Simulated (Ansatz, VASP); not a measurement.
**Two plane-wave programs on Re**

INCAR

```
PREC = Accurate ; ENCUT = 520
EDIFF = 1E-7 ; ISMEAR = 0
SIGMA = 0.1 ; LREAL = F
LASPH = T ; NELM = 60
ALGO = Normal ; ISIF = 2
LWAVE = F ; LCHARG = F
GGA = PE ; NBANDS = 14
```

File KPOINTS:

```
regular mesh
0
Gamma
  9 9 6
```

The input POSCAR:

```
Re
1.0
    2.7653363785      0.0000000000      0.0000000000
   -1.3826681893      2.3948515538      0.0000000000
    0.0000000000      0.0000000000      4.4735766300
Re
2
Direct
    0.3333333300      0.6666666700      0.2500000000
    0.6666666700      0.3333333300      0.7500000000
```

Input for Ansatz:

```yaml
crystal:
  lattice:
    - [2.7653363785, 0.0, 0.0]
    - [-1.3826681893, 2.3948515538, 0.0]
    - [0.0, 0.0, 4.47357663]
  atoms:
    - { symbol: Re, position: [0.33333333, 0.66666667, 0.25] }
    - { symbol: Re, position: [0.66666667, 0.33333333, 0.75] }
basis:
  ecutwfc: 420
kpoints:
  mp_grid: { grid: [9, 9, 6] }
hamiltonian:
  xc: pbe
scf:
  occupations: { method: gaussian, width: 0.1 }
output:
  forces: true
  stress: true
  eigenvalues: true
```

Alike in both runs: task single point; functional PBE; k mesh 9 × 9 × 6; occupations gaussian, width 0.1 eV; no spin polarisation.

|  | VASP | Ansatz |
| --- | --- | --- |
| version | VASP 6.6.1 | Ansatz 0.2.0 |
| potentials or method | VASP PAW PBE potentials, release 64 (Re), cutoff 520 eV | scalar-relativistic, plane waves, PAW |
| valence electrons in the cell | 14 | 30 |

|  | VASP | Ansatz | Ansatz less VASP |
| --- | --- | --- | --- |
| gap on the k mesh at the Fermi level (eV) | none | none | - |
| pressure (GPa) | 3.0 | 3.5 | +0.48 |
| traceless stress, the component that is largest in VASP (GPa) | -0.30 | -0.19 | +0.104 |

A gap of «none» marks a metal or a gap that the smearing closes. With one functional, cell and mesh, what is left measures potentials, basis and numerics. VASP's potentials hold 14 valence electrons a cell and Ansatz's 30, so a difference there can come from the potentials and not from the codes.

Neither program's run includes spin-orbit coupling.
